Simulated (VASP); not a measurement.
# KZnF3 (Pm-3m) in VASP: notebook

KZnF3 is run at these levels: PBEsol; tasks: single point.

Everything below comes from runs of VASP 6.6.1. Logs are shortened: lines on timing, memory, paths and dates and some standing lists are left out, and cuts for length are marked.

### Step 1. The cell of the first run

It takes space group Pm-3m (No. 221, cubic). Conventional cell: a = 4.129 Å, b = 4.129 Å, c = 4.129 Å, α = 90.00°, β = 90.00°, γ = 90.00°. Zn (site symmetry m-3m) has 6 F at 2.06 Å within 2.7 Å. K (site symmetry m-3m) has 12 F at 2.92 Å and 8 Zn at 3.58 Å within 3.8 Å. F (site symmetry 4/mmm) has 2 Zn at 2.06 Å within 2.7 Å.

### Step 2. Single point, PBEsol

INCAR reads:

```
SYSTEM = KZnF3
ALGO = Normal ; EDIFF = 1E-6
ENCUT = 520 ; GGA = PS
ISIF = 2 ; ISMEAR = -1
LASPH = .TRUE. ; LCHARG = .FALSE.
LREAL = .FALSE. ; LWAVE = .FALSE.
NBANDS = 29 ; NELM = 100
PREC = Accurate ; SIGMA = 0.05
```

KPOINTS reads:

```
k-points
0
G
  7 7 7
  0 0 0
```

POSCAR reads:

```
KZnF3
1.0
    4.1294319308      0.0000000000      0.0000000000
    0.0000000000      4.1294319308      0.0000000000
    0.0000000000      0.0000000000      4.1294319308
Zn K F
1 1 3
Direct
    0.5000000000      0.5000000000      0.5000000000
    0.0000000000      0.0000000000      0.0000000000
    0.5000000000      0.0000000000      0.5000000000
    0.0000000000      0.5000000000      0.5000000000
    0.5000000000      0.5000000000      0.0000000000
```

Potentials or basis: VASP PAW PBE potentials, release 64 (Zn, K_sv, F).

Run with:

```sh
$ cat potpaw_PBE.64/Zn/POTCAR potpaw_PBE.64/K_sv/POTCAR potpaw_PBE.64/F/POTCAR > POTCAR
$ mpirun -np 1 vasp_std > vasp.out
```

OUTCAR:

```text
SYSTEM = KZnF3
   EDIFF = 1E-6
   ENCUT = 520
   GGA = PS
   ISIF = 2
   ISMEAR = -1
   LASPH = .TRUE.
   LREAL = .FALSE.
   NELM = 100
   PREC = Accurate

 ion  position               nearest neighbor table
   1  0.500  0.500  0.500-   3 2.06   4 2.06   5 2.06   5 2.06   3 2.06   4 2.06
   2  0.000  0.000  0.000-
   3  0.500  0.000  0.500-   1 2.06   1 2.06
   4  0.000  0.500  0.500-   1 2.06   1 2.06
   5  0.500  0.500  0.000-   1 2.06   1 2.06

  LATTYP: Found a simple cubic cell.
 ALAT       =     4.1294319308

  Lattice vectors:

 A1 = (   4.1294319308,   0.0000000000,   0.0000000000)
 A2 = (   0.0000000000,   4.1294319308,   0.0000000000)
 A3 = (   0.0000000000,   0.0000000000,   4.1294319308)

Analysis of symmetry for initial positions (statically):
=====================================================================
 Subroutine PRICEL returns:
 Original cell was already a primitive cell.

 Routine SETGRP: Setting up the symmetry group for a
 simple cubic supercell.

 Subroutine GETGRP returns: Found 48 space group operations
 (whereof 48 operations were pure point group operations)
 out of a pool of 48 trial point group operations.

The static configuration has the point symmetry O_h .

Analysis of symmetry for dynamics (positions and initial velocities):
=====================================================================
 Subroutine PRICEL returns:
 Original cell was already a primitive cell.

 Routine SETGRP: Setting up the symmetry group for a
 simple cubic supercell.

 Subroutine GETGRP returns: Found 48 space group operations
 (whereof 48 operations were pure point group operations)
 out of a pool of 48 trial point group operations.

The dynamic configuration has the point symmetry O_h .

 Subroutine INISYM returns: Found 48 space group operations
 (whereof 48 operations are pure point group operations),
 and found     1 'primitive' translations

----------------------------------------------------------------------------------------

                                     Primitive cell

  volume of cell :      70.4159

  direct lattice vectors                    reciprocal lattice vectors
     4.129431931  0.000000000  0.000000000     0.242164060  0.000000000  0.000000000
     0.000000000  4.129431931  0.000000000     0.000000000  0.242164060  0.000000000
     0.000000000  0.000000000  4.129431931     0.000000000  0.000000000  0.242164060

  length of vectors
     4.129431931  4.129431931  4.129431931     0.242164060  0.242164060  0.242164060

  position of ions in fractional coordinates (direct lattice)
     0.500000000  0.500000000  0.500000000
     0.000000000  0.000000000  0.000000000
     0.500000000  0.000000000  0.500000000
     0.000000000  0.500000000  0.500000000
     0.500000000  0.500000000  0.000000000

  ion indices of the primitive-cell ions
   primitive index   ion index
                 1           1
                 2           2
                 3           3
                 4           4
                 5           5

----------------------------------------------------------------------------------------

 KPOINTS: k-points

Automatic generation of k-mesh.
 Grid dimensions read from file:
 generate k-points for:    7    7    7

 Generating k-lattice:

  Cartesian coordinates                     Fractional coordinates (reciprocal lattice)
     0.034594866  0.000000000  0.000000000     0.142857143  0.000000000  0.000000000
     0.000000000  0.034594866  0.000000000     0.000000000  0.142857143  0.000000000
     0.000000000  0.000000000  0.034594866     0.000000000  0.000000000  0.142857143

  Length of vectors
     0.034594866  0.034594866  0.034594866

  Shift w.r.t. Gamma in fractional coordinates (k-lattice)
     0.000000000  0.000000000  0.000000000

 Subroutine IBZKPT returns following result:
 ===========================================

 Found     20 irreducible k-points:

 Following reciprocal coordinates:
            Coordinates               Weight
  0.000000  0.000000  0.000000      1.000000
  0.142857  0.000000  0.000000      6.000000
  0.285714  0.000000  0.000000      6.000000
  0.428571  0.000000  0.000000      6.000000
  0.142857  0.142857  0.000000     12.000000
  0.285714  0.142857  0.000000     24.000000
[... 12 lines left out ...]
  0.428571  0.428571  0.285714     24.000000
  0.428571  0.428571  0.428571      8.000000
   k-points           NKPTS =     20   k-points in BZ     NKDIM =     20   number of bands    NBANDS=     29
   number of dos      NEDOS =    301   number of ions     NIONS =      5
   total plane-waves  NPLWV =  32768
   dimension x,y,z NGX =    32 NGY =   32 NGZ =   32
   dimension x,y,z NGXF=    64 NGYF=   64 NGZF=   64
   ions per type =               1   1   3
   NGX,Y,Z   is equivalent  to a cutoff of  12.88, 12.88, 12.88 a.u.
   NGXF,Y,Z  is equivalent  to a cutoff of  25.77, 25.77, 25.77 a.u.
 SYSTEM =  KZnF3
   PREC   = accura    normal or accurate (medium, high low for compatibility)
   ISTART =      0    job   : 0-new  1-cont  2-samecut
   ICHARG =      2    charge: 1-file 2-atom 10-const
   ISPIN  =      1    spin polarized calculation?
   LNONCOLLINEAR =      F non collinear calculations
   LSORBIT =      F    spin-orbit coupling
   LASPH  =      T    aspherical Exc in radial PAW
   ENCUT  =  520.0 eV  38.22 Ry    6.18 a.u.   7.68  7.68  7.68*2*pi/ulx,y,z
   NELM   =    100;   NELMIN=  2; NELMDL= -5     # of ELM steps
   EDIFF  = 0.1E-05   stopping-criterion for ELM
   LREAL  =      F    real-space projection
   EDIFFG = 0.1E-04   stopping-criterion for IOM
   NSW    =      0    number of steps for IOM
   IBRION =     -1    ionic relax: 0-MD 1-quasi-New 2-CG
   NFREE  =      0    steps in history (QN), initial steepest desc. (CG)
   ISIF   =      2    stress and relaxation
   ISYM   =      2    0-nonsym 1-usesym 2-fastsym
   POTIM  = 0.5000    time-step for ionic-motion
   TEBEG  =    0.0;   TEEND  =   0.0 temperature during run
   PSTRESS=    0.0 pullay stress
   NELECT =      42.0000    total number of electrons
   NUPDOWN=      -1.0000    fix difference up-down
   EMIN   =  10.00;   EMAX   =-10.00  energy-range for DOS
   EFERMI =   0.00;   METHOD = LEGACY
   ISMEAR =    -1;   SIGMA  =   0.05  broadening in eV -4-tet -1-fermi 0-gaus
   EFERMI_NEDOS =   21; number of points for ismear=-14 and -15
   IALGO  =     38    algorithm
   IMIX   =      4    mixing-type and parameters
     AMIX     =   0.40;   BMIX     =  1.00
     AMIX_MAG =   1.60;   BMIX_MAG =  1.00
  volume/ion in A,a.u.               =      14.08        95.04
  Fermi-wavevector in a.u.,A,eV,Ry     =   1.378058  2.604153 25.838074  1.899045
  Thomas-Fermi vector in A             =   2.503155
   LORBIT       =      0    0 simple, 1 ext, 2 COOP (PROOUT), +10 PAW based schemes
   GGA     = PS    functional components
   LHFCALC =     F    Hartree Fock is set to
   AEXX    =    0.0000 exact exchange contribution
   IVDW    =     0    specifies the selected vdW correction
   LEPSILON=     F    determine dielectric tensor
   LRPA    =     F    only Hartree local field effects (RPA)
 non-spin polarized calculation
  energy-cutoff  :      520.00
  volume of cell :       70.42
 maximum number of plane-waves:      1913
 NGX is ok and might be reduce to    32
   NGX = 15   NGY = 15   NGZ = 15

 number of electron      41.9999989 magnetization

 Free energy of the ion-electron system (eV)
  ---------------------------------------------------
  ext. energy  EPLUGINS =         0.00000000
  ---------------------------------------------------
  free energy    TOTEN  =       -21.30470715 eV

  energy without entropy =      -21.30470715  energy(sigma->0) =      -21.30470715

 E-fermi :  -0.4492     XC(G=0):  -9.8294

 val. band max:       -1.5593395167   @ k =   0.4286   0.4286   0.0000
 cond. band min:       2.0440719696   @ k =   0.0000   0.0000   0.0000
 fundamental gap:      3.6034114863
 Fermi energy:        -0.4492339424

 k-point     1 :       0.0000    0.0000    0.0000
  band No.  band energies     occupation
      1     -28.1639      2.00000
      2     -22.4858      2.00000
      3     -21.9200      2.00000
      4     -21.9200      2.00000
      5     -11.7113      2.00000
      6     -11.7113      2.00000
[... 21 lines left out ...]
     28       9.6625      0.00000
     29      12.1768      0.00000

 k-point     2 :       0.1429    0.0000    0.0000
  band No.  band energies     occupation
      1     -28.1608      2.00000
      2     -22.4643      2.00000
      3     -21.9397      2.00000
      4     -21.9188      2.00000
      5     -11.7127      2.00000
      6     -11.7045      2.00000
[... 21 lines left out ...]
     28       9.7191      0.00000
     29      12.0373      0.00000

 k-point     3 :       0.2857    0.0000    0.0000
  band No.  band energies     occupation
      1     -28.1538      2.00000
      2     -22.4061      2.00000
      3     -21.9918      2.00000
      4     -21.9166      2.00000
      5     -11.7159      2.00000
      6     -11.6890      2.00000
[... 21 lines left out ...]
     28       9.8559      0.00000
     29      11.7802      0.00000

 k-point     4 :       0.4286    0.0000    0.0000
  band No.  band energies     occupation
      1     -28.1482      2.00000
      2     -22.3463      2.00000
      3     -22.0463      2.00000
      4     -21.9147      2.00000
      5     -11.7183      2.00000
      6     -11.6766      2.00000
[... 469 lines left out ...]
     28      10.3635      0.00000
     29      11.2201      0.00000

 k-point    19 :       0.4286    0.4286    0.2857
  band No.  band energies     occupation
      1     -28.1309      2.00000
      2     -22.1180      2.00000
      3     -22.0515      2.00000
      4     -22.0337      2.00000
      5     -11.8115      2.00000
      6     -11.8078      2.00000
[... 21 lines left out ...]
     28      10.5948      0.00000
     29      11.3042      0.00000

 k-point    20 :       0.4286    0.4286    0.4286
  band No.  band energies     occupation
      1     -28.1278      2.00000
      2     -22.0790      2.00000
      3     -22.0471      2.00000
      4     -22.0471      2.00000
      5     -11.8342      2.00000
      6     -11.8342      2.00000
[... 21 lines left out ...]
     28      10.6915      0.00000
     29      11.6257      0.00000

------------------------ aborting loop because EDIFF is reached ----------------------------------------

  FORCE on cell =-STRESS in cart. coord.  units (eV):
  Direction    XX          YY          ZZ          XY          YZ          ZX
  --------------------------------------------------------------------------------------
  -------------------------------------------------------------------------------------
  Total       -1.6244899     -1.6244899     -1.6244899     -0.0000000      0.0000000      0.0000000
  in kB      -36.9621031    -36.9621031    -36.9621031     -0.0000000      0.0000000      0.0000000
  external PRESSURE =     -36.9621031 kB  Pullay stress =       0.0000000 kB

 VOLUME and BASIS-vectors are now :
 -----------------------------------------------------------------------------
  energy-cutoff  :      520.00
  volume of cell :       70.42
      direct lattice vectors                 reciprocal lattice vectors
     4.129431931  0.000000000  0.000000000     0.242164060  0.000000000  0.000000000
     0.000000000  4.129431931  0.000000000     0.000000000  0.242164060  0.000000000
     0.000000000  0.000000000  4.129431931     0.000000000  0.000000000  0.242164060

 POSITION                                       TOTAL-FORCE (eV/Angst)
 -----------------------------------------------------------------------------------
      2.06472      2.06472      2.06472         0.000000      0.000000      0.000000
      0.00000      0.00000      0.00000         0.000000      0.000000      0.000000
      2.06472      0.00000      2.06472         0.000000      0.000000      0.000000
      0.00000      2.06472      2.06472         0.000000      0.000000      0.000000
      2.06472      2.06472      0.00000         0.000000      0.000000      0.000000
 -----------------------------------------------------------------------------------
    total drift:                                0.000000     -0.000000     -0.000000

  FREE ENERGIE OF THE ION-ELECTRON SYSTEM (eV)
  ---------------------------------------------------
  free  energy   TOTEN  =       -21.3047071455 eV

  energy  without entropy=      -21.3047071454  energy(sigma->0) =      -21.30470715
```

Run time: 15 s. Hardware: 1 thread of Intel Xeon 6975P-C (Granite Rapids), shared host; peak memory 0.19 GiB.

What came out:

```
Free energy            : -21.3047 eV
Pressure               : -3.7 GPa
Band gap on the k mesh : 3.60 eV, indirect (least direct gap 5.03 eV)
```

Caveat: the PAW data sets were made with another functional, which shifts forces and pressure a little.

### Step 3. Single point, PBEsol

This run uses another cell than the first one, of 13.29 Å³/atom, 0.943 times its volume.

INCAR reads:

```
SYSTEM = KZnF3
PREC = Accurate
ENCUT = 520
EDIFF = 1E-6
ISMEAR = -1
SIGMA = 0.05
LREAL = .False.
LASPH = .True.
NELM = 80
ALGO = Normal
ISIF = 2
LWAVE = .False.
LCHARG = .False.
GGA = PS
NBANDS = 29
```

KPOINTS reads:

```
Automatic mesh
0
Gamma
  7 7 7
  0 0 0
```

POSCAR, as its differences from that of step 2:

```diff
@@ -2,5 +2,5 @@
 1.0
-    4.1294319308      0.0000000000      0.0000000000
-    0.0000000000      4.1294319308      0.0000000000
-    0.0000000000      0.0000000000      4.1294319308
+    4.0500000000      0.0000000000      0.0000000000
+    0.0000000000      4.0500000000      0.0000000000
+    0.0000000000      0.0000000000      4.0500000000
 Zn K F
```

Potentials or basis: VASP PAW PBE potentials, release 64 (Zn, K_sv, F).

Run with:

```sh
$ cat potpaw_PBE.64/Zn/POTCAR potpaw_PBE.64/K_sv/POTCAR potpaw_PBE.64/F/POTCAR > POTCAR
$ mpirun -np 1 vasp_std > vasp.out
```

Wall time 32 s (1 thread of Intel Xeon 6975P-C, shared host); peak memory 0.19 GiB.

The run converged. Its results:

- Free energy: -21.3399 eV
- Pressure: 0.5 GPa
- Band gap on the k mesh: 3.75 eV, indirect (least direct gap 5.50 eV)

Levels at points of the mesh, in eV from the valence-band top:
```tsv
k point	band 18	band 19	band 20	band 21	band 22	band 23	band 24	band 25
(0.00, 0.00, 0.00)	-1.96	-1.75	-1.75	-1.75	3.75	8.70	8.70	9.35
```

Caveat: the PAW data sets were made with another functional, which shifts forces and pressure a little.
